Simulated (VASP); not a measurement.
Write the native input for VASP 6.6.1 that does the following.

```yaml
Task: relaxation of cell and atoms
Functional: PBE
Potentials_or_basis: VASP PAW PBE potentials, release 64 (Cs_sv, Br)
Cutoff: 500 eV
k_mesh: 6 × 6 × 6
Occupations: fermi-dirac, width 0.02 eV
Spin: no spin polarisation
Dipole_correction: no
Further_INCAR_settings: ALGO = Normal; EDIFF = 1e-07; IBRION = 2; EDIFFG = -0.005; NSW = 80; ISIF = 3
```

The structure of CsBr lies in POSCAR:

```
CsBr
1.0
    4.2860000000      0.0000000000      0.0000000000
    0.0000000000      4.2860000000      0.0000000000
    0.0000000000      0.0000000000      4.2860000000
Cs Br
1 1
Direct
    0.0000000000      0.0000000000      0.0000000000
    0.5000000000      0.5000000000      0.5000000000
```

The input as run:

INCAR

```
ALGO = Normal ; EDIFF = 1E-7
EDIFFG = -0.005 ; ENCUT = 500
GGA = PE ; GGA_COMPAT = False
IBRION = 2 ; ISIF = 3
ISMEAR = -1 ; LASPH = True
LCHARG = False ; LREAL = False
LWAVE = False ; NELM = 120
NELMIN = 4 ; NSW = 80
PREC = Accurate ; SIGMA = 0.02
```

KPOINTS

```
k-points
0
Gamma
  6 6 6
```

Potentials or basis: VASP PAW PBE potentials, release 64 (Cs_sv, Br).

Command:

```bash
$ cat potpaw_PBE.64/Cs_sv/POTCAR potpaw_PBE.64/Br/POTCAR > POTCAR
$ mpirun -np 1 vasp_std > vasp.out
```

It gave:

* Relaxed volume: 42.41 Å³/atom
* Relaxed cell: a = 4.394 Å, b = 4.394 Å, c = 4.394 Å, α = 90.00°, β = 90.00°, γ = 90.00°
* Space group after relaxing (to 0.1 Å): Pm-3m (No. 221)
* Energy gained by relaxing: 9.6 meV/atom
* Ionic steps: 4
* Pressure after relaxing: 0.0 GPa
* Band gap on the k mesh: 4.23 eV (least direct gap 4.26 eV)

Caveat: spin-orbit coupling is left out, which moves the levels of the heavy elements.

Run time: 58 s on 1 thread of Intel Xeon 8259CL, with other jobs on the host, peak memory 0.19 GiB.
